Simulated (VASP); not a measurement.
**CdInS2: single point with PBE**

CdInS2:

```xyz
4
Lattice="3.8695 0.0000 0.0000 -1.9347 3.3511 0.0000 0.0000 0.0000 6.8105" Properties=species:S:1:pos:R:3 pbc="T T T"
In    0.0000    0.0000    3.4053
Cd    0.0000    0.0000    0.0000
S     0.0000    2.2341    1.6682
S     1.9347    1.1170    5.1423
```

```json
{
  "Program": "VASP 6.6.1",
  "Task": "single point",
  "Functional": "PBE",
  "Potentials or basis": "VASP PAW PBE potentials, release 64 (In_d, Cd, S)",
  "Cutoff": "520 eV",
  "k mesh": "8 × 8 × 4",
  "Occupations": "fermi-dirac, width 0.05 eV",
  "Spin": "no spin polarisation",
  "Dipole correction": "no",
  "Further INCAR settings": "ALGO = Normal; EDIFF = 1e-06; NBANDS = 26"
}
```

```json
{
  "Pressure": "0.1 GPa",
  "Largest force": "0.025 eV/Å"
}
```

Forces in eV/Å, atoms in the order of the input:
```
In   0.000  0.000  0.000
Cd   0.000  0.000  0.000
S    0.000  0.000 -0.025
S    0.000  0.000  0.025
```

Stress tensor (GPa, compression positive):
```
0.01 0.00 0.00
0.00 0.01 0.00
0.00 0.00 0.16
```

Levels at points of the mesh, in eV from the Fermi level:
| k point | band 14 | band 15 | band 16 | band 17 | band 18 | band 19 | band 20 | band 21 | band 22 | band 23 |
| --- | --- | --- | --- | --- | --- | --- | --- | --- | --- | --- |
| (0.00, 0.00, 0.00) | -2.62 | -2.09 | -2.09 | -1.89 | -1.59 | -1.59 | 1.82 | 4.37 | 4.84 | 4.84 |
| (0.50, 0.00, 0.00) | -5.11 | -4.50 | -3.51 | -3.30 | -1.73 | -0.08 | 1.83 | 1.88 | 3.83 | 4.19 |
| (0.00, 0.00, 0.50) | -4.96 | -1.90 | -1.90 | -1.75 | -1.75 | 0.54 | 1.11 | 4.53 | 4.88 | 4.89 |
| (0.50, 0.00, 0.50) | -5.83 | -3.09 | -2.99 | -2.66 | -2.57 | -0.81 | 0.30 | 3.82 | 4.00 | 5.12 |

It took 83 s on 1 thread of Intel Xeon 6975P-C (shared host), peak memory 0.26 GiB.

Caveat: spin-orbit coupling is left out, which moves the levels of the heavy elements.
